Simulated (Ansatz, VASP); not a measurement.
**Cd2S5 in VASP and in Ansatz**

```
CELL_PARAMETERS angstrom
-3.25842 4.20717 3.71170
3.25842 -4.20717 3.71170
3.25842 4.20717 -3.71170
ATOMIC_POSITIONS crystal
Cd 0.15821 0.86084 0.29737
Cd 0.56347 0.86084 0.70263
S 0.78269 0.94458 0.39931
S 0.54526 0.94458 0.16188
S 0.78269 0.38338 0.83812
S 0.54526 0.38338 0.60069
S 0.12810 0.62810 0.50000
```

Alike in both runs: functional PBE; k mesh 4 × 4 × 4; occupations gaussian, width 0.1 eV; no spin polarisation.

Ansatz relaxed the structure, and its values are those at the end. VASP's run is a single point on that final structure, the one shown.

```csv
,VASP,Ansatz
version,VASP 6.6.1,Ansatz 0.2.0
potentials or method,"VASP PAW PBE potentials, release 64 (Cd, S), cutoff 520 eV","scalar-relativistic, plane waves, PAW"
valence electrons in the cell,54,70
```

|  | VASP | Ansatz | Ansatz less VASP |
| --- | --- | --- | --- |
| gap on the k mesh at the Fermi level (eV) | none | none | - |
| pressure (GPa) | 0.0 | 0.0 | +0.03 |
| rms of the force components (eV/Å) | 0.082 | 0.007 | -0.0749 |

A gap of «none» marks a metal or a gap that the smearing closes. The functional is the same, so the differences come from potentials, cutoffs and numerics. VASP's potentials hold 54 valence electrons a cell and Ansatz's 70, so a difference there can come from the potentials and not from the codes.
